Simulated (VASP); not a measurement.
A run of VASP 6.6.1 is set up as follows.

INCAR

```
  PREC = Accurate
  ENCUT = 600
  EDIFF = 1E-6
  ISMEAR = 0
  SIGMA = 0.1
  LREAL = False
  LASPH = True
  NELM = 120
  ALGO = Normal
  ISIF = 2
  LWAVE = False
  LCHARG = True
  GGA = PE
  LELF = True
  LVHAR = True
  NBANDS = 11
  GGA_COMPAT = False
```

The input KPOINTS:

```
Automatic mesh
0
Gamma
  5 5 2
```

Contents of POSCAR:

```
C
1.0
    2.4561701622      0.0000000000      0.0000000000
   -1.2280850811      2.1271057565      0.0000000000
    0.0000000000      0.0000000000      8.5238033600
C
2
Direct
    1.0673333333      1.4216666667      0.4430000000
    1.4006666667      1.0883333333      0.4430000000
```

Potentials or basis: VASP PAW PBE potentials, release 64 (C).

Launch:

```console
$ cat potpaw_PBE.64/C/POTCAR > POTCAR
$ mpirun -np 1 vasp_std > vasp.out
```

Task: Estimate the band gap on the k mesh.

Result: 2.82 eV, direct.

Caveat: the k points lie up to 0.59 Å⁻¹ apart.
